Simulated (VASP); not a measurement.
**ZnS: single point with PBE**

ZnS:

```
Zn S
1.0
     0.00000    2.77497    2.77497
     2.77497    0.00000    2.77497
     2.77497    2.77497    0.00000
Zn S
1 1
Direct
  0.25000 0.25000 0.25000
  0.00000 0.00000 0.00000
```

This cell differs from its parent crystal: volume scaled by 1.06.

* Program: VASP 6.6.1
* Task: single point
* Functional: PBE
* Potentials or basis: VASP PAW PBE potentials, release 64 (Zn, S)
* Cutoff: 520 eV
* k mesh: 8 × 8 × 8
* Occupations: gaussian, width 0.02 eV
* Spin: no spin polarisation

```json
{
 "Pressure": "-3.4 GPa",
 "Band gap on the k mesh": "1.77 eV, direct"
}
```

Levels at points of the mesh, in eV from the valence-band top:
```tsv
k point	band 5	band 6	band 7	band 8	band 9	band 10	band 11	band 12	band 13	band 14
(0.00, 0.00, 0.00)	-5.65	-5.65	0.00	0.00	0.00	1.77	6.44	6.44	6.44	11.43
(0.50, 0.00, 0.00)	-5.62	-5.47	-4.79	-0.76	-0.76	3.14	6.96	6.96	8.56	11.83
(0.50, 0.50, 0.00)	-5.59	-5.46	-4.25	-1.94	-1.94	3.58	4.05	10.44	11.43	11.43
```

Run time: 13 s on 1 thread of Intel(R) Xeon(R) Platinum 8559C (Emerald Rapids), with other jobs on the host, peak memory 0.16 GiB.
